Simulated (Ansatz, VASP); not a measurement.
# HfC in VASP and in Ansatz

```
Hf C
1.0
     0.00000    2.25424    2.25424
     2.25424    0.00000    2.25424
     2.25424    2.25424    0.00000
Hf C
1 1
Direct
  0.00000 0.00000 0.00000
  0.50000 0.50000 0.50000
```

Alike in both runs: task single point; functional r2SCAN; k mesh 8 × 8 × 8; occupations gaussian, width 0.1 eV; no spin polarisation.

|  | VASP | Ansatz |
| --- | --- | --- |
| version | VASP 6.6.1 | Ansatz 0.2.0 |
| potentials or method | VASP PAW PBE potentials, release 64 (Hf_pv, C), cutoff 660 eV | scalar-relativistic, plane waves, PAW |
| valence electrons in the cell | 14 | 30 |

VASP gave:

```
gap on the k mesh at the Fermi level (eV) : none
pressure (GPa)                            : 24.4
```

Question: What did Ansatz give for the same quantities?

Answer: gap on the k mesh at the Fermi level (eV): none; pressure (GPa): 25.1.

VASP's potentials were made for PBE, not for r2SCAN. A gap of «none» marks a metal or a gap that the smearing closes. With one functional, cell and mesh, what is left measures potentials, basis and numerics. VASP's potentials hold 14 valence electrons a cell and Ansatz's 30, so a difference there can come from the potentials and not from the codes.

Spin-orbit coupling is off throughout.
